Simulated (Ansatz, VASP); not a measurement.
Given: the input of a run of Ansatz 0.2.0 on AlN.

File input.yaml:

```yaml
crystal:
  lattice:
    - [0.0, 2.1839935596, 2.1839935596]
    - [2.1839935596, 0.0, 2.1839935596]
    - [2.1839935596, 2.1839935596, 0.0]
  atoms:
    - { symbol: Al, position: [0.0, 0.0, 0.0] }
    - { symbol: "N", position: [0.25, 0.25, 0.25] }
kpoints:
  mp_grid: { grid: [10, 10, 10] }
scf:
  occupations: { method: fermi_dirac, width: 0.05 }
hamiltonian:
  xc: pbe
  pseudopotentials: { kind: all_electron, lapw: { basis_error: 0.001 } }
output:
  forces: true
  stress: true
relax:
  f_tol: 0.02
  max_steps: 60
  cell: {}
```

Potentials or basis: all-electron LAPW, scalar-relativistic.

Run with:

```sh
$ ansatz run input.yaml --threads 1 --pin off --max-ram 3072MiB --backend cpu --events-out ev --progress --plain --runs-dir out
```

Problem. Translate it to VASP 6.6.1. Potentials there: VASP PAW PBE potentials, release 64 (Al, N).

Solution. As run (the cutoff follows the program's own potentials):

INCAR

```
SYSTEM = AlN
  ALGO = Normal
  EDIFF = 1E-7
  EDIFFG = -0.02
  ENCUT = 600
  GGA = PE
  IBRION = 2
  ISIF = 3
  ISMEAR = -1
  LASPH = .True.
  LCHARG = .False.
  LREAL = .False.
  LWAVE = .False.
  NELM = 100
  NSW = 80
  PREC = Accurate
  SIGMA = 0.05
```

KPOINTS

```
k-points
0
Gamma
  10 10 10
  0 0 0
```

The input POSCAR:

```
AlN
1.0
    0.0000000000      2.1839935596      2.1839935596
    2.1839935596      0.0000000000      2.1839935596
    2.1839935596      2.1839935596      0.0000000000
Al N
1 1
Direct
    0.0000000000      0.0000000000      0.0000000000
    0.2500000000      0.2500000000      0.2500000000
```

Potentials or basis: VASP PAW PBE potentials, release 64 (Al, N).

Command:

```sh
$ cat potpaw_PBE.64/Al/POTCAR potpaw_PBE.64/N/POTCAR > POTCAR
$ mpirun -np 1 vasp_std > vasp.out
```

Both were run:

|  | VASP | Ansatz | Ansatz less VASP |
| --- | --- | --- | --- |
| relaxed volume (Å³/atom) | 10.65 | 10.67 | +0.015 |
| relaxed cell length with the largest relative difference (Å) | 3.112 | 3.113 | +0.0015 |

Ansatz ran all-electron here, and VASP with PAW potentials.
